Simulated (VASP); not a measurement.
A run of VASP 6.6.1 is set up as follows.

Contents of INCAR:

```
SYSTEM = LiNbO3
  PREC = Accurate
  ENCUT = 520
  EDIFF = 1E-6
  ISMEAR = 0
  SIGMA = 0.05
  LREAL = .False.
  LASPH = .True.
  NELM = 60
  ALGO = Normal
  ISIF = 2
  LWAVE = .False.
  LCHARG = .False.
  GGA = PE
  NBANDS = 45
```

Contents of KPOINTS:

```
regular mesh
0
Gamma
  6 6 6
  0 0 0
```

The input POSCAR:

```
LiNbO3
1.0
    2.4839508031      1.4848392494      4.6394767723
   -2.5858945287      1.4521895954      4.7065635253
   -0.0792472926     -3.0453499992      4.7077532866
Li Nb O
2 2 6
Direct
    0.2984156851      0.2693231810      0.2584231398
    0.7808116590      0.7988537204      0.7721468653
   -0.0037712360      0.0033255971     -0.0072136117
    0.5013909135      0.4823742424      0.5041459451
    0.1076078656      0.3646665912      0.7112582047
    0.7223115694      0.1045047962      0.3625040852
    0.3424784018      0.7110327683      0.1403797945
    0.2169724491      0.8781949894      0.6063632209
    0.8627644839      0.6118105851      0.2284745496
    0.6143582083      0.2192535287      0.8668578063
```

Potentials or basis: VASP PAW PBE potentials, release 64 (Li_sv, Nb_sv, O).

Command:

```console
$ cat potpaw_PBE.64/Li_sv/POTCAR potpaw_PBE.64/Nb_sv/POTCAR potpaw_PBE.64/O/POTCAR > POTCAR
$ mpirun -np 1 vasp_std > vasp.out
```

Task: What does it give for the largest force?

Result: 2.035 eV/Å.

Task: Predict the band gap on the k mesh.

Result: 2.85 eV (least direct gap 2.85 eV).

Forces in eV/Å, atoms in the order of the input:
```
Li  -0.257 -0.403  0.190
Li   0.344 -0.194 -0.077
Nb   0.730 -0.056  0.281
Nb  -1.231  1.393  0.829
O   -0.008 -0.418  0.731
O   -0.398  0.121  0.433
O    0.239  0.922  0.184
O    1.395 -0.431 -0.767
O   -0.216 -0.715 -0.977
O   -0.598 -0.219 -0.826
```

Caveat: the cell differs from its parent crystal (atoms moved at random and the cell strained at random); forces of over 1 eV/Å act on the atoms, so gaps and moduli don't describe the material at rest. A k mesh can miss the band edges.
